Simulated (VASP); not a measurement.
# CoPtO2 (R-3m) in VASP: single point with PBE+U

Aim: the single point of CoPtO2 with PBE+U.

All numbers are computed with VASP 6.6.1; they aren't measurements. Logs are shortened: lines on timing, memory, paths and dates and some standing lists are left out, and cuts for length are marked.

**1. The cell of the first run**

It takes space group R-3m (No. 166, trigonal). Conventional cell: a = 2.825 Å, b = 2.825 Å, c = 17.818 Å, α = 90.00°, β = 90.00°, γ = 120.00°. Within 2.5 Å of Co (site symmetry -3m) lie 6 O at 1.90 Å. Within 2.6 Å of Pt (site symmetry -3m) lie 2 O at 2.00 Å. O (site symmetry 3m) has 3 Co at 1.90 Å and 1 Pt at 2.00 Å and 3 O at 2.53 Å within 2.6 Å.

**2. Single point, PBE+U, collinear spin, ferromagnetic start**

POSCAR reads:

```
CoPtO2
1.0
    1.4122699173      0.8153744169      5.9393891094
   -1.4122699173      0.8153744169      5.9393891094
    0.0000000000     -1.6307488338      5.9393891094
Co Pt O
1 1 2
Direct
    0.5000000000      0.5000000000      0.5000000000
    0.0000000000      0.0000000000      0.0000000000
    0.8877559700      0.8877559700      0.8877559700
    0.1122440300      0.1122440300      0.1122440300
```

INCAR.step1 reads:

```
SYSTEM = CoPtO2
ALGO     = Normal         ! electronic algorithm
EDIFF    = 1E-7           ! SCF threshold, eV
ENCUT    = 520            ! plane-wave cutoff, eV
GGA      = PE             ! functional
ISIF     = 2              ! what is computed and relaxed
ISMEAR   = -1             ! smearing method
ISPIN    = 2              ! spin polarisation
LASPH    = .True.         ! aspherical terms in the spheres
LCHARG   = .True.         ! write CHGCAR
LDAU     = .True.         ! DFT+U
LDAUJ    = 0 0 0        
LDAUL    = 2 -1 -1        ! shell
LDAUPRINT= 1            
LDAUTYPE = 2            
LDAUU    = 6 0 0          ! U, eV
LMAXMIX  = 4              ! l up to which the mixer works
LREAL    = .False.        ! projectors in reciprocal space
LWAVE    = .False.        ! write WAVECAR
MAGMOM   = 2 0.6 0 0      ! initial moments
NBANDS   = 28             ! bands
NELM     = 150            ! most SCF steps
PREC     = Accurate       ! precision mode
SIGMA    = 0.05           ! smearing width, eV
```

KPOINTS.step1 reads:

```
k-points
0
Gamma
  12 12 12
  0 0 0
```

INCAR.step2 reads:

```
SYSTEM = CoPtO2
ALGO     = Normal         ! electronic algorithm
EDIFF    = 1E-7           ! SCF threshold, eV
ENCUT    = 520            ! plane-wave cutoff, eV
GGA      = PE             ! functional
ICHARG   = 11             ! starting density
ISIF     = 2              ! what is computed and relaxed
ISMEAR   = -5             ! smearing method
ISPIN    = 2              ! spin polarisation
LASPH    = .True.         ! aspherical terms in the spheres
LCHARG   = .False.        ! write CHGCAR
LDAU     = .True.         ! DFT+U
LDAUJ    = 0 0 0        
LDAUL    = 2 -1 -1        ! shell
LDAUPRINT= 1            
LDAUTYPE = 2            
LDAUU    = 6 0 0          ! U, eV
LMAXMIX  = 4              ! l up to which the mixer works
LORBIT   = 10             ! projections on sites
LREAL    = .False.        ! projectors in reciprocal space
LWAVE    = .False.        ! write WAVECAR
MAGMOM   = 2 0.6 0 0      ! initial moments
NBANDS   = 28             ! bands
NEDOS    = 2001           ! points of the DOS
NELM     = 150            ! most SCF steps
PREC     = Accurate       ! precision mode
SIGMA    = 0.05           ! smearing width, eV
```

KPOINTS.step2 reads:

```
k-points
0
Gamma
  18 18 18
  0 0 0
```

Potentials or basis: VASP PAW PBE potentials, release 64 (Co, Pt, O).

Started as:

```
$ cat potpaw_PBE.64/Co/POTCAR potpaw_PBE.64/Pt/POTCAR potpaw_PBE.64/O/POTCAR > POTCAR
$ cp INCAR.step1 INCAR
$ cp KPOINTS.step1 KPOINTS
$ mpirun -np 1 vasp_std > vasp.out
$ cp INCAR.step2 INCAR
$ cp KPOINTS.step2 KPOINTS
$ mpirun -np 1 vasp_std > vasp.out
```

OUTCAR:

```text
SYSTEM = CoPtO2
   EDIFF = 1E-7
   ENCUT = 520
   GGA = PE
   ICHARG = 11
   ISIF = 2
   ISMEAR = -5
   ISPIN = 2
   LASPH = .True.
   LORBIT = 10
   LREAL = .False.
   NELM = 150
   PREC = Accurate

 ion  position               nearest neighbor table
   1  0.500  0.500  0.500-   4 1.90   3 1.90   4 1.90   4 1.90   3 1.90   3 1.90
   2  0.000  0.000  0.000-   3 2.00   4 2.00
   3  0.888  0.888  0.888-   1 1.90   1 1.90   1 1.90   2 2.00
   4  0.112  0.112  0.112-   1 1.90   1 1.90   1 1.90   2 2.00

  LATTYP: Found a trigonal (rhomboedric) cell.
 ALAT       =     6.1591951383
 COS(alpha) =     0.8948480128

  Lattice vectors:

 A1 = (   1.4122699173,   0.8153744169,   5.9393891094)
 A2 = (  -1.4122699173,   0.8153744169,   5.9393891094)
 A3 = (   0.0000000000,  -1.6307488338,   5.9393891094)

Analysis of symmetry for initial positions (statically):
=====================================================================
 Subroutine PRICEL returns:
 Original cell was already a primitive cell.

 Routine SETGRP: Setting up the symmetry group for a
 trigonal (rhombohedral) supercell.

 Subroutine GETGRP returns: Found 12 space group operations
 (whereof 12 operations were pure point group operations)
 out of a pool of 12 trial point group operations.

The static configuration has the point symmetry D_3d.

Analysis of symmetry for dynamics (positions and initial velocities):
=====================================================================
 Subroutine PRICEL returns:
 Original cell was already a primitive cell.

 Routine SETGRP: Setting up the symmetry group for a
 trigonal (rhombohedral) supercell.

 Subroutine GETGRP returns: Found 12 space group operations
 (whereof 12 operations were pure point group operations)
 out of a pool of 12 trial point group operations.

The dynamic configuration has the point symmetry D_3d.

Analysis of structural, dynamic, and magnetic symmetry:
=====================================================================
 Subroutine PRICEL returns:
 Original cell was already a primitive cell.

 Routine SETGRP: Setting up the symmetry group for a
 trigonal (rhombohedral) supercell.

 Subroutine GETGRP returns: Found 12 space group operations
 (whereof 12 operations were pure point group operations)
 out of a pool of 12 trial point group operations.

The overall configuration has the point symmetry D_3d.

 Subroutine INISYM returns: Found 12 space group operations
 (whereof 12 operations are pure point group operations),
 and found     1 'primitive' translations

----------------------------------------------------------------------------------------

                                     Primitive cell

  volume of cell :      41.0363

  direct lattice vectors                    reciprocal lattice vectors
     1.412269917  0.815374417  5.939389109     0.354039971  0.204405072  0.056122495
    -1.412269917  0.815374417  5.939389109    -0.354039971  0.204405072  0.056122495
     0.000000000 -1.630748834  5.939389109     0.000000000 -0.408810145  0.056122495

  length of vectors
     6.159195138  6.159195138  6.159195138     0.412644482  0.412644482  0.412644482

  position of ions in fractional coordinates (direct lattice)
     0.500000000  0.500000000  0.500000000
     0.000000000  0.000000000  0.000000000
     0.887755970  0.887755970  0.887755970
     0.112244030  0.112244030  0.112244030

  ion indices of the primitive-cell ions
   primitive index   ion index
                 1           1
                 2           2
[... 82 lines left out ...]
   ISIF   =      2    stress and relaxation
   ISYM   =      2    0-nonsym 1-usesym 2-fastsym
   POTIM  = 0.5000    time-step for ionic-motion
   TEBEG  =    0.0;   TEEND  =   0.0 temperature during run
   PSTRESS=    0.0 pullay stress
   NELECT =      31.0000    total number of electrons
   NUPDOWN=      -1.0000    fix difference up-down
   EMIN   =  10.00;   EMAX   =-10.00  energy-range for DOS
   EFERMI =   0.00;   METHOD = LEGACY
   ISMEAR =    -5;   SIGMA  =   0.05  broadening in eV -4-tet -1-fermi 0-gaus
   EFERMI_NEDOS =   21; number of points for ismear=-14 and -15
   IALGO  =     38    algorithm
   IMIX   =      4    mixing-type and parameters
     AMIX     =   0.40;   BMIX     =  1.00
     AMIX_MAG =   1.60;   BMIX_MAG =  1.00
  volume/ion in A,a.u.               =      10.26        69.23
  Fermi-wavevector in a.u.,A,eV,Ry     =   1.490983  2.817550 30.246177  2.223031
  Thomas-Fermi vector in A             =   2.603696
   LORBIT       =     10    0 simple, 1 ext, 2 COOP (PROOUT), +10 PAW based schemes
 LDA+U is selected, type is set to LDAUTYPE =  2
   angular momentum for each species LDAUL =     2   -1   -1
   U (eV)           for each species LDAUU =   6.0  0.0  0.0
   J (eV)           for each species LDAUJ =   0.0  0.0  0.0
   GGA     = PE    functional components
   LHFCALC =     F    Hartree Fock is set to
   AEXX    =    0.0000 exact exchange contribution
   IVDW    =     0    specifies the selected vdW correction
   LEPSILON=     F    determine dielectric tensor
   LRPA    =     F    only Hartree local field effects (RPA)
 spin polarized calculation
 Fermi weights with tetrahedron method with Bloechl corrections
  energy-cutoff  :      520.00
  volume of cell :       41.04
 maximum number of plane-waves:      1122
 NGX is ok and might be reduce to    48

atom =   1  type =  1  l = 2

 onsite density matrix

spin component  1

  0.9783  0.0000  0.0000  0.0063  0.0000
  0.0000  0.9742 -0.0000  0.0000  0.0063
  0.0000 -0.0000  0.9866  0.0000 -0.0000
  0.0063  0.0000  0.0000  0.9742 -0.0000
  0.0000  0.0063 -0.0000 -0.0000  0.9783

spin component  2

  0.6001  0.0000 -0.0000  0.3674 -0.0000
  0.0000  0.6291 -0.0000 -0.0000  0.3674
 -0.0000 -0.0000  0.0397  0.0000 -0.0000
  0.3674 -0.0000  0.0000  0.6291 -0.0000
 -0.0000  0.3674 -0.0000 -0.0000  0.6001

 occupancies and eigenvectors

  o =  0.0397  v =  0.0000  0.0000  0.0000  0.0000  0.0000 -0.0000  0.0000 -1.0000  0.0000 -0.0000      0.0000  0.0000  0.0000  0.0000  0.0000  0.0000  0.0000  0.0000  0.0000  0.0000
  o =  0.2469  v =  0.0000  0.0000  0.0000  0.0000  0.0000  0.0000 -0.6930 -0.0000 -0.0000  0.7209      0.0000  0.0000  0.0000  0.0000  0.0000  0.0000  0.0000  0.0000  0.0000  0.0000
  o =  0.2469  v =  0.0000  0.0000  0.0000  0.0000  0.0000 -0.7209 -0.0000 -0.0000  0.6930  0.0000      0.0000  0.0000  0.0000  0.0000  0.0000  0.0000  0.0000  0.0000  0.0000  0.0000
  o =  0.9696  v = -0.0000  0.8099 -0.0000  0.0000 -0.5866  0.0000  0.0000  0.0000  0.0000  0.0000      0.0000  0.0000  0.0000  0.0000  0.0000  0.0000  0.0000  0.0000  0.0000  0.0000
  o =  0.9696  v =  0.5866  0.0000 -0.0000 -0.8099 -0.0000  0.0000  0.0000  0.0000  0.0000  0.0000      0.0000  0.0000  0.0000  0.0000  0.0000  0.0000  0.0000  0.0000  0.0000  0.0000
  o =  0.9823  v =  0.0000  0.0000  0.0000  0.0000  0.0000  0.0000  0.7209 -0.0000  0.0000  0.6930      0.0000  0.0000  0.0000  0.0000  0.0000  0.0000  0.0000  0.0000  0.0000  0.0000
  o =  0.9823  v =  0.0000  0.0000  0.0000  0.0000  0.0000 -0.6930  0.0000 -0.0000 -0.7209  0.0000      0.0000  0.0000  0.0000  0.0000  0.0000  0.0000  0.0000  0.0000  0.0000  0.0000
  o =  0.9829  v = -0.0000 -0.5866 -0.0000 -0.0000 -0.8099  0.0000  0.0000  0.0000  0.0000  0.0000      0.0000  0.0000  0.0000  0.0000  0.0000  0.0000  0.0000  0.0000  0.0000  0.0000
  o =  0.9829  v =  0.8099 -0.0000 -0.0000  0.5866 -0.0000  0.0000  0.0000  0.0000  0.0000  0.0000      0.0000  0.0000  0.0000  0.0000  0.0000  0.0000  0.0000  0.0000  0.0000  0.0000
  o =  0.9866  v =  0.0000 -0.0000  1.0000  0.0000 -0.0000  0.0000  0.0000  0.0000  0.0000  0.0000      0.0000  0.0000  0.0000  0.0000  0.0000  0.0000  0.0000  0.0000  0.0000  0.0000

 number of electron      31.0000001 magnetization       2.1071913

 Free energy of the ion-electron system (eV)
  ---------------------------------------------------
  ext. energy  EPLUGINS =         0.00000000
  ---------------------------------------------------
  free energy    TOTEN  =       -22.80261664 eV

  energy without entropy =      -22.80261664  energy(sigma->0) =      -22.80261664

 E-fermi :   8.2022     XC(G=0): -12.6586

 val. band max:        8.2540627909   @ k =  -0.3333   0.1111   0.0000
 cond. band min:       8.1457575314   @ k =  -0.2778   0.5000   0.2778
 fundamental gap:     -0.1083052595
 Fermi energy:         8.2021620500

 spin component 1

 k-point     1 :       0.0000    0.0000    0.0000
  band No.  band energies     occupation
      1     -12.3267      1.00000
      2     -10.3630      1.00000
      3      -1.4000      1.00000
      4       0.5205      1.00000
      5       0.5205      1.00000
      6       1.2753      1.00000
[... 1433 lines left out ...]
     26      26.4945      0.00000
     27      27.7187      0.00000

 [... further k-points ...]

 [bands above 27 left out]

------------------------ aborting loop because EDIFF is reached ----------------------------------------

  FORCE on cell =-STRESS in cart. coord.  units (eV):
  Direction    XX          YY          ZZ          XY          YZ          ZX
  --------------------------------------------------------------------------------------
  -------------------------------------------------------------------------------------
  Total        4.7346380      4.7346380      2.8992273      0.0000000     -0.0000000      0.0000000
  in kB      184.8542929    184.8542928    113.1944227      0.0000000     -0.0000000      0.0000000
  external PRESSURE =     160.9676695 kB  Pullay stress =       0.0000000 kB

 VOLUME and BASIS-vectors are now :
 -----------------------------------------------------------------------------
  energy-cutoff  :      520.00
  volume of cell :       41.04
      direct lattice vectors                 reciprocal lattice vectors
     1.412269917  0.815374417  5.939389109     0.354039971  0.204405072  0.056122495
    -1.412269917  0.815374417  5.939389109    -0.354039971  0.204405072  0.056122495
     0.000000000 -1.630748834  5.939389109     0.000000000 -0.408810145  0.056122495

 POSITION                                       TOTAL-FORCE (eV/Angst)
 -----------------------------------------------------------------------------------
      0.00000      0.00000      8.90908        -0.000000     -0.000000     -0.000000
      0.00000      0.00000      0.00000        -0.000000      0.000000      0.000000
      0.00000      0.00000     15.81818         0.000000     -0.000000      2.013931
      0.00000      0.00000      1.99998         0.000000      0.000000     -2.013931
 -----------------------------------------------------------------------------------
    total drift:                               -0.000000      0.000000     -0.000000

  FREE ENERGIE OF THE ION-ELECTRON SYSTEM (eV)
  ---------------------------------------------------
  free  energy   TOTEN  =       -22.8026166366 eV

  energy  without entropy=      -22.8026166366  energy(sigma->0) =      -22.80261664

 total charge

# of ion       s       p       d       tot
------------------------------------------
    1        0.438   0.685   7.320   8.443
    2        0.648   0.587   8.020   9.255
    3        1.568   3.476   0.000   5.044
    4        1.568   3.476   0.000   5.044
--------------------------------------------------
tot          4.223   8.224  15.340  27.787

 magnetization (x)

# of ion       s       p       d       tot
------------------------------------------
    1        0.016   0.017   2.361   2.394
    2        0.006   0.010  -0.124  -0.109
    3        0.013  -0.122   0.000  -0.109
    4        0.013  -0.122   0.000  -0.109
--------------------------------------------------
tot          0.047  -0.217   2.237   2.067
```

Wall time 51 min (1 thread of Intel Xeon 6975P-C (Granite Rapids), shared host); peak memory 1.2 GiB.

Results:

- Net moment: 2.11 μB per cell
- Site moments: Co +2.39; Pt -0.11; O -0.11 μB
- Valence electrons inside the program's atomic spheres: Co 8.44; Pt 9.26; O 5.04

Eigenvalues of the final occupation matrices:
```
    site  spin  trace               eigenvalues
site 1 d     1   4.89  0.97 0.97 0.98 0.98 0.99
site 1 d     2   2.50  0.04 0.25 0.25 0.98 0.98
```

Caveat: spin-orbit coupling is left out, which moves the levels of the heavy elements; a cell with one magnetic atom can't hold antiferromagnetic order, which such compounds often take.
